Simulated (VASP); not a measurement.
# BP (F-43m) in VASP: a series of runs

BP is run at these levels: PBE; tasks: single point.

All numbers are computed with VASP 6.6.1; they aren't measurements. Logs are shortened: lines on timing, memory, paths and dates and some standing lists are left out, and cuts for length are marked.

## Step 1: The cell of the first run

It takes space group F-43m (No. 216, cubic). Conventional cell: a = 4.477 Å, b = 4.477 Å, c = 4.477 Å, α = 90.00°, β = 90.00°, γ = 90.00°. B (site symmetry -43m) has 4 P at 1.94 Å within 2.6 Å. Within 2.6 Å of P (site symmetry -43m) lie 4 B at 1.94 Å.

## Step 2: Single point, PBE (volume scaled by 0.96)

INCAR reads:

```
ALGO = Normal ; EDIFF = 1E-7
ENCUT = 520 ; GGA = PE
ISIF = 2 ; ISMEAR = -1
LASPH = T ; LCHARG = T
LELF = T ; LREAL = F
LVHAR = T ; LWAVE = F
NBANDS = 11 ; NELM = 60
PREC = Accurate ; SIGMA = 0.05
```

KPOINTS reads:

```
k-points
0
Gamma
  15 15 15
```

POSCAR reads:

```
BP
1.0
    0.0000000000      2.2383340787      2.2383340787
    2.2383340787      0.0000000000      2.2383340787
    2.2383340787      2.2383340787      0.0000000000
B P
1 1
Direct
    0.0000000000      0.0000000000      0.0000000000
    0.7500000000      0.7500000000      0.7500000000
```

Potentials or basis: VASP PAW PBE potentials, release 64 (B, P).

Run with:

```
> cat potpaw_PBE.64/B/POTCAR potpaw_PBE.64/P/POTCAR > POTCAR
> mpirun -np 1 vasp_std > vasp.out
```

OUTCAR:

```text
EDIFF = 1E-7
   ENCUT = 520
   GGA = PE
   ISIF = 2
   ISMEAR = -1
   LASPH = T
   LREAL = F
   NELM = 60
   PREC = Accurate

 ion  position               nearest neighbor table
   1  0.000  0.000  0.000-   2 1.94   2 1.94   2 1.94   2 1.94
   2  0.750  0.750  0.750-   1 1.94   1 1.94   1 1.94   1 1.94

  LATTYP: Found a face centered cubic cell.
 ALAT       =     4.4766681574

  Lattice vectors:

 A1 = (   0.0000000000,   2.2383340787,   2.2383340787)
 A2 = (   2.2383340787,   0.0000000000,   2.2383340787)
 A3 = (   2.2383340787,   2.2383340787,   0.0000000000)

Analysis of symmetry for initial positions (statically):
=====================================================================
 Subroutine PRICEL returns:
 Original cell was already a primitive cell.

 Routine SETGRP: Setting up the symmetry group for a
 face centered cubic supercell.

 Subroutine GETGRP returns: Found 24 space group operations
 (whereof 24 operations were pure point group operations)
 out of a pool of 48 trial point group operations.

The static configuration has the point symmetry T_d .

Analysis of symmetry for dynamics (positions and initial velocities):
=====================================================================
 Subroutine PRICEL returns:
 Original cell was already a primitive cell.

 Routine SETGRP: Setting up the symmetry group for a
 face centered cubic supercell.

 Subroutine GETGRP returns: Found 24 space group operations
 (whereof 24 operations were pure point group operations)
 out of a pool of 48 trial point group operations.

The dynamic configuration has the point symmetry T_d .

 Subroutine INISYM returns: Found 24 space group operations
 (whereof 24 operations are pure point group operations),
 and found     1 'primitive' translations

----------------------------------------------------------------------------------------

                                     Primitive cell

  volume of cell :      22.4287

  direct lattice vectors                    reciprocal lattice vectors
     0.000000000  2.238334079  2.238334079    -0.223380417  0.223380417  0.223380417
     2.238334079  0.000000000  2.238334079     0.223380417 -0.223380417  0.223380417
     2.238334079  2.238334079  0.000000000     0.223380417  0.223380417 -0.223380417

  length of vectors
     3.165482411  3.165482411  3.165482411     0.386906232  0.386906232  0.386906232

  position of ions in fractional coordinates (direct lattice)
     0.000000000  0.000000000  0.000000000
     0.750000000  0.750000000  0.750000000

  ion indices of the primitive-cell ions
   primitive index   ion index
                 1           1
                 2           2

----------------------------------------------------------------------------------------

 KPOINTS: k-points

Automatic generation of k-mesh.
 Grid dimensions read from file:
 generate k-points for:   15   15   15

 Generating k-lattice:

  Cartesian coordinates                     Fractional coordinates (reciprocal lattice)
    -0.014892028  0.014892028  0.014892028     0.066666667  0.000000000  0.000000000
     0.014892028 -0.014892028  0.014892028     0.000000000  0.066666667  0.000000000
     0.014892028  0.014892028 -0.014892028     0.000000000  0.000000000  0.066666667

  Length of vectors
     0.025793749  0.025793749  0.025793749

  Shift w.r.t. Gamma in fractional coordinates (k-lattice)
     0.000000000  0.000000000  0.000000000

 Subroutine IBZKPT returns following result:
 ===========================================

 Found    120 irreducible k-points:

 Following reciprocal coordinates:
            Coordinates               Weight
  0.000000  0.000000  0.000000      1.000000
  0.066667  0.000000  0.000000      8.000000
  0.133333  0.000000  0.000000      8.000000
  0.200000  0.000000  0.000000      8.000000
  0.266667  0.000000  0.000000      8.000000
  0.333333  0.000000  0.000000      8.000000
[... 16 lines left out ...]
  0.133333  0.133333  0.000000      6.000000
  0.200000  0.133333  0.000000     24.000000
 [... further k-points ...]
   k-points           NKPTS =    120   k-points in BZ     NKDIM =    120   number of bands    NBANDS=     11
   number of dos      NEDOS =    301   number of ions     NIONS =      2
   total plane-waves  NPLWV =  13824
   dimension x,y,z NGX =    24 NGY =   24 NGZ =   24
   dimension x,y,z NGXF=    48 NGYF=   48 NGZF=   48
   ions per type =               1   1
   NGX,Y,Z   is equivalent  to a cutoff of  12.60, 12.60, 12.60 a.u.
   NGXF,Y,Z  is equivalent  to a cutoff of  25.21, 25.21, 25.21 a.u.
 SYSTEM =  unknown system
   PREC   = accura    normal or accurate (medium, high low for compatibility)
   ISTART =      0    job   : 0-new  1-cont  2-samecut
   ICHARG =      2    charge: 1-file 2-atom 10-const
   ISPIN  =      1    spin polarized calculation?
   LNONCOLLINEAR =      F non collinear calculations
   LSORBIT =      F    spin-orbit coupling
   LASPH  =      T    aspherical Exc in radial PAW
   ENCUT  =  520.0 eV  38.22 Ry    6.18 a.u.   5.89  5.89  5.89*2*pi/ulx,y,z
   NELM   =     60;   NELMIN=  2; NELMDL= -5     # of ELM steps
   EDIFF  = 0.1E-06   stopping-criterion for ELM
   LREAL  =      F    real-space projection
   EDIFFG = 0.1E-05   stopping-criterion for IOM
   NSW    =      0    number of steps for IOM
   IBRION =     -1    ionic relax: 0-MD 1-quasi-New 2-CG
   NFREE  =      0    steps in history (QN), initial steepest desc. (CG)
   ISIF   =      2    stress and relaxation
   ISYM   =      2    0-nonsym 1-usesym 2-fastsym
   POTIM  = 0.5000    time-step for ionic-motion
   TEBEG  =    0.0;   TEEND  =   0.0 temperature during run
   PSTRESS=    0.0 pullay stress
   NELECT =       8.0000    total number of electrons
   NUPDOWN=      -1.0000    fix difference up-down
   EMIN   =  10.00;   EMAX   =-10.00  energy-range for DOS
   EFERMI =   0.00;   METHOD = LEGACY
   ISMEAR =    -1;   SIGMA  =   0.05  broadening in eV -4-tet -1-fermi 0-gaus
   EFERMI_NEDOS =   21; number of points for ismear=-14 and -15
   IALGO  =     38    algorithm
   IMIX   =      4    mixing-type and parameters
     AMIX     =   0.40;   BMIX     =  1.00
     AMIX_MAG =   1.60;   BMIX_MAG =  1.00
  volume/ion in A,a.u.               =      11.21        75.68
  Fermi-wavevector in a.u.,A,eV,Ry     =   1.161012  2.193994 18.339948  1.347948
  Thomas-Fermi vector in A             =   2.297588
   LORBIT       =      0    0 simple, 1 ext, 2 COOP (PROOUT), +10 PAW based schemes
   GGA     = PE    functional components
   LHFCALC =     F    Hartree Fock is set to
   AEXX    =    0.0000 exact exchange contribution
   IVDW    =     0    specifies the selected vdW correction
   LEPSILON=     F    determine dielectric tensor
   LRPA    =     F    only Hartree local field effects (RPA)
 non-spin polarized calculation
  energy-cutoff  :      520.00
  volume of cell :       22.43
 maximum number of plane-waves:       620
   NGX = 11   NGY = 11   NGZ = 11

 number of electron       8.0000001 magnetization

 Free energy of the ion-electron system (eV)
  ---------------------------------------------------
  ext. energy  EPLUGINS =         0.00000000
  ---------------------------------------------------
  free energy    TOTEN  =       -12.90455606 eV

  energy without entropy =      -12.90455602  energy(sigma->0) =      -12.90455604

 E-fermi :   8.4977     XC(G=0): -11.0839

 val. band max:        7.9221402352   @ k =   0.0000   0.0000   0.0000
 cond. band min:       9.1051542866   @ k =   0.4000   0.4000   0.0000
 fundamental gap:      1.1830140514
 Fermi energy:         8.4976621159

 k-point     1 :       0.0000    0.0000    0.0000
  band No.  band energies     occupation
      1      -7.9070      2.00000
      2       7.9221      1.99998
      3       7.9221      1.99998
      4       7.9221      1.99998
      5      11.3864      0.00000
      6      11.3864      0.00000
      7      11.3864      0.00000
      8      15.9260      0.00000
      9      19.7185      0.00000
     10      20.1694      0.00000
     11      20.1694      0.00000

 k-point     2 :       0.0667    0.0000    0.0000
  band No.  band energies     occupation
      1      -7.8240      2.00000
      2       7.2560      2.00000
      3       7.7748      2.00000
      4       7.7748      2.00000
      5      11.5902      0.00000
      6      11.5902      0.00000
      7      11.6651      0.00000
      8      16.1449      0.00000
      9      19.7862      0.00000
     10      19.7862      0.00000
     11      19.9954      0.00000

 k-point     3 :       0.1333    0.0000    0.0000
  band No.  band energies     occupation
      1      -7.5764      2.00000
      2       5.8275      2.00000
      3       7.4312      2.00000
      4       7.4312      2.00000
      5      12.0104      0.00000
      6      12.0643      0.00000
      7      12.0643      0.00000
      8      16.7307      0.00000
      9      19.1583      0.00000
     10      19.1583      0.00000
     11      20.6771      0.00000

 k-point     4 :       0.2000    0.0000    0.0000
  band No.  band energies     occupation
      1      -7.1683      2.00000
      2       4.1878      2.00000
      3       7.0409      2.00000
      4       7.0409      2.00000
      5      12.1321      0.00000
      6      12.5445      0.00000
      7      12.5445      0.00000
      8      17.4507      0.00000
      9      18.8422      0.00000
     10      18.8422      0.00000
     11      21.1878      0.00000
[... 239 lines left out ...]
 k-point    22 :      -0.0667    0.0667    0.0000
  band No.  band energies     occupation
      1      -7.6862      2.00000
      2       6.6588      2.00000
      3       7.0341      2.00000
      4       7.8113      2.00000
      5      11.6037      0.00000
      6      11.8661      0.00000
      7      12.2496      0.00000
      8      16.4141      0.00000
      9      18.9479      0.00000
     10      19.8566      0.00000
     11      20.4260      0.00000

 k-point    23 :       0.1333    0.1333    0.0000
  band No.  band energies     occupation
      1      -7.4659      2.00000
      2       6.5810      2.00000
      3       6.5810      2.00000
      4       6.6206      2.00000
      5      10.6630      0.00000
      6      13.2147      0.00000
      7      13.2147      0.00000
      8      15.7448      0.00000
      9      18.6140      0.00000
     10      20.6449      0.00000
     11      21.1121      0.00000

 k-point    24 :       0.2000    0.1333    0.0000
  band No.  band energies     occupation
      1      -7.1654      2.00000
      2       5.2577      2.00000
      3       6.1440      2.00000
      4       6.5303      2.00000
      5      10.6639      0.00000
      6      13.7485      0.00000
      7      13.8814      0.00000
      8      15.1763      0.00000
      9      19.0813      0.00000
     10      20.6748      0.00000
     11      21.8561      0.00000

 [... further k-points ...]
[... 5 lines left out ...]
  --------------------------------------------------------------------------------------
  -------------------------------------------------------------------------------------
  Total        1.1461745      1.1461745      1.1461745     -0.0000000      0.0000000     -0.0000000
  in kB       81.8759995     81.8759995     81.8759995     -0.0000000      0.0000000     -0.0000000
  external PRESSURE =      81.8759995 kB  Pullay stress =       0.0000000 kB

 VOLUME and BASIS-vectors are now :
 -----------------------------------------------------------------------------
  energy-cutoff  :      520.00
  volume of cell :       22.43
      direct lattice vectors                 reciprocal lattice vectors
     0.000000000  2.238334079  2.238334079    -0.223380417  0.223380417  0.223380417
     2.238334079  0.000000000  2.238334079     0.223380417 -0.223380417  0.223380417
     2.238334079  2.238334079  0.000000000     0.223380417  0.223380417 -0.223380417

 POSITION                                       TOTAL-FORCE (eV/Angst)
 -----------------------------------------------------------------------------------
      0.00000      0.00000      0.00000        -0.000000     -0.000000     -0.000000
      3.35750      3.35750      3.35750         0.000000      0.000000      0.000000
 -----------------------------------------------------------------------------------
    total drift:                               -0.000000     -0.000000     -0.000000

  FREE ENERGIE OF THE ION-ELECTRON SYSTEM (eV)
  ---------------------------------------------------
  free  energy   TOTEN  =       -12.9045560580 eV

  energy  without entropy=      -12.9045560160  energy(sigma->0) =      -12.90455604
```

Run time: 30 s. Hardware: 1 thread of AMD EPYC 9R45 (Zen 5), shared host; peak memory 0.11 GiB.

Results:

* Free energy: -12.9046 eV
* Pressure: 8.2 GPa
* Band gap on the k mesh: 1.18 eV, indirect (least direct gap 3.46 eV)

## Step 3: Single point, PBE (volume scaled by 0.98)

INCAR reads:

```
PREC = Accurate
ENCUT = 520
EDIFF = 1E-6
ISMEAR = -1
SIGMA = 0.05
LREAL = F
LASPH = T
NELM = 80
ALGO = Normal
ISIF = 2
LWAVE = F
LCHARG = F
GGA = PE
NBANDS = 11
```

KPOINTS reads:

```
Automatic mesh
0
Gamma
  15 15 15
```

POSCAR reads:

```
BP
1.0
    0.0000000000      2.2537713532      2.2537713532
    2.2537713532      0.0000000000      2.2537713532
    2.2537713532      2.2537713532      0.0000000000
B P
1 1
Direct
    0.0000000000      0.0000000000      0.0000000000
    0.7500000000      0.7500000000      0.7500000000
```

Potentials or basis: VASP PAW PBE potentials, release 64 (B, P).

Run with:

```
> cat potpaw_PBE.64/B/POTCAR potpaw_PBE.64/P/POTCAR > POTCAR
> mpirun -np 1 vasp_std > vasp.out
```

Wall time 25 s (1 thread of AMD EPYC 9R45 (Zen 5), shared host); peak memory 0.12 GiB.

The run converged. Its results:

| Item | Value |
| --- | --- |
| Free energy | -12.9230 eV |
| Pressure | 4.4 GPa |
| Band gap on the k mesh | 1.21 eV, indirect (least direct gap 3.43 eV) |

Levels at points of the mesh, in eV from the valence-band top:
```csv
k point,band 1,band 2,band 3,band 4,band 5,band 6,band 7,band 8
"(0.00, 0.00, 0.00)",-15.64,0.00,0.00,0.00,3.43,3.43,3.43,7.68
```

 A k mesh can miss the band edges.
